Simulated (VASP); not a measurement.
Wanted: the native input for a VASP 6.6.1 run.

| Quantity | Value |
| --- | --- |
| Task | single point |
| Functional | PBE |
| Dispersion | D3(BJ) |
| Potentials or basis | VASP PAW PBE potentials, release 64 (C) |
| Cutoff | 600 eV |
| k mesh | 14 × 14 × 8 |
| Occupations | gaussian, width 0.02 eV |
| Spin | no spin polarisation |
| Dipole correction | no |
| Further INCAR settings | ALGO = Normal; EDIFF = 1e-06; NBANDS = 11 |

The structure of C lies in POSCAR:

```
C
1.0
    2.1361171292     -1.2333040616     -0.0112386990
    2.1361171292      1.2333040616     -0.0112386990
   -1.4027724935      0.0000000000      3.4778708286
C
2
Direct
    0.8333597634      0.8333597634      0.0000787648
    0.1666402366      0.1666402366      0.9999212352
```

This cell differs from its parent crystal: volume scaled by 1.03, then relaxed in part.

These files were run (other wordings do the same):

INCAR

```
ALGO = Normal
EDIFF = 1E-6
ENCUT = 600
GGA = PE
GGA_COMPAT = False
ISIF = 2
ISMEAR = 0
IVDW = 12
LASPH = True
LCHARG = False
LREAL = False
LWAVE = False
NBANDS = 11
NELM = 120
PREC = Accurate
SIGMA = 0.02
```

KPOINTS

```
k-points
0
Gamma
  14 14 8
```

Potentials or basis: VASP PAW PBE potentials, release 64 (C).

Run with:

```sh
$ cat potpaw_PBE.64/C/POTCAR > POTCAR
$ mpirun -np 1 vasp_std > vasp.out
```

Results of the run:

```json
{"Pressure": "-0.8 GPa", "Band gap on the k mesh": "0.77 eV, direct", "Dispersion energy per atom": "-0.150 eV"}
```

Run time: 120 s on 1 thread of Intel Xeon 8259CL (shared host), peak memory 0.2 GiB.
